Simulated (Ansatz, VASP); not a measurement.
**MgS in VASP and in Ansatz**

```xyz
2
Lattice="0.0000 2.5736 2.5736 2.5736 0.0000 2.5736 2.5736 2.5736 0.0000" Properties=species:S:1:pos:R:3 pbc="T T T"
Mg    0.0000    0.0000    0.0000
S     2.5736    2.5736    2.5736
```

Alike in both runs: task single point; functional PBEsol; k mesh 10 × 10 × 10; occupations gaussian, width 0.05 eV; no spin polarisation.

```csv
,VASP,Ansatz
version,VASP 6.6.1,Ansatz 0.2.0
potentials or method,"VASP PAW PBE potentials, release 64 (Mg, S), cutoff 520 eV","scalar-relativistic, plane waves, PAW"
valence electrons in the cell,8,16
```

Ansatz gave:

| Property | Result |
| --- | --- |
| gap on the k mesh at the Fermi level (eV) | 2.77 |
| least direct gap on the mesh (eV) | 3.85 |
| pressure (GPa) | 1.6 |

Task: Which values does VASP return?

Result: gap on the k mesh at the Fermi level (eV): 2.77; least direct gap on the mesh (eV): 3.85; pressure (GPa): 1.4.

VASP's potentials were made for PBE, not for PBEsol. With one functional, cell and mesh, what is left measures potentials, basis and numerics. VASP's potentials hold 8 valence electrons a cell and Ansatz's 16, so a difference there can come from the potentials and not from the codes.
